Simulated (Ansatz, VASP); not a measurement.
# KCl: VASP beside Ansatz

```
CELL_PARAMETERS angstrom
0.00000 3.14647 3.14647
3.14647 0.00000 3.14647
3.14647 3.14647 0.00000
ATOMIC_POSITIONS crystal
K 0.00000 0.00000 0.00000
Cl 0.50000 0.50000 0.50000
```

Alike in both runs: task single point; functional PBEsol; k mesh 7 × 7 × 7; occupations gaussian, width 0.1 eV; no spin polarisation.

```csv
,VASP,Ansatz
version,VASP 6.6.1,Ansatz 0.2.0
potentials or method,"VASP PAW PBE potentials, release 64 (K_sv, Cl), cutoff 520 eV","all-electron LAPW, scalar-relativistic"
```

|  | VASP | Ansatz | Ansatz less VASP |
| --- | --- | --- | --- |
| gap on the k mesh at the Fermi level (eV) | 5.02 | 5.03 | +0.004 |
| least direct gap on the mesh (eV) | 5.02 | 5.03 | +0.004 |
| pressure (GPa) | -0.4 | -0.4 | -0.04 |

VASP's potentials were made for PBE, not for PBEsol. Ansatz ran all-electron here, and VASP with PAW potentials.
